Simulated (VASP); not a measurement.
CdTe, 2 atoms in the cell. The structure is tetragonal, space group I-4m2 (No. 119). Conventional cell: a = 4.484 Å, b = 4.484 Å, c = 6.560 Å, α = 90.00°, β = 90.00°, γ = 90.00°. Within 3.7 Å of Cd (site symmetry -4m2) lie 4 Te at 2.78 Å. Te (site symmetry -4m2) has 4 Cd at 2.78 Å within 3.7 Å.  This cell differs from its parent crystal: biaxial xy strain -3.3%.

| Property | Result |
| --- | --- |
| Program | VASP 6.6.1 |
| Task | single point |
| Functional | PBE |
| Potentials or basis | VASP PAW PBE potentials, release 64 (Cd, Te) |
| Cutoff | 520 eV |
| k mesh | 6 × 6 × 6 |
| Occupations | fermi-dirac, width 0.02 eV |
| Spin | no spin polarisation |
| Dipole correction | no |
| Further INCAR settings | ALGO = Normal; EDIFF = 1e-06; NBANDS = 16 |

Potentials or basis: VASP PAW PBE potentials, release 64 (Cd, Te).

Launch:

```bash
$ cat potpaw_PBE.64/Cd/POTCAR potpaw_PBE.64/Te/POTCAR > POTCAR
$ mpirun -np 1 vasp_std > vasp.out
```

Hardware: 1 thread of Intel(R) Xeon(R) Platinum 8259CL CPU @ 2.50GHz (Skylake/Cascade Lake), on a shared host.

Task: How long does it take, and how much memory?

Result: Run time: 32 s on 1 thread of Intel(R) Xeon(R) Platinum 8259CL CPU @ 2.50GHz (Skylake/Cascade Lake) (shared host), peak memory 0.22 GiB. Counts: scf iterations 12, k points 30.
